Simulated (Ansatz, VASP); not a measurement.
# One calculation of Ge, two programs

```xyz
2
Lattice="0.0000 2.8427 2.8427 2.8427 0.0000 2.8427 2.8427 2.8427 0.0000" Properties=species:S:1:pos:R:3 pbc="T T T"
Ge    2.8427    2.8427    2.8427
Ge    4.2641    4.2641    4.2641
```

Alike in both runs: functional PBEsol; k mesh 5 × 5 × 5; occupations fermi-dirac, width 0.05 eV; no spin polarisation.

Ansatz relaxed the structure, and its values are those at the end. VASP's run is a single point on that final structure, the one shown.

```csv
,VASP,Ansatz
version,VASP 6.6.1,Ansatz 0.2.0
potentials or method,"VASP PAW PBE potentials, release 64 (Ge_d), cutoff 500 eV","plane waves (420 eV) with PAW (set soft_1), scalar-relativistic"
valence electrons in the cell,28,28
```

|  | VASP | Ansatz | Ansatz less VASP |
| --- | --- | --- | --- |
| pressure (GPa) | -0.2 | 0.0 | +0.15 |

VASP's potentials were made for PBE, not for PBEsol, and Ansatz warns of the same on its side. The functional is the same, so the differences come from potentials, cutoffs and numerics.

The k mesh is coarse, so the values compare programs but aren't converged.
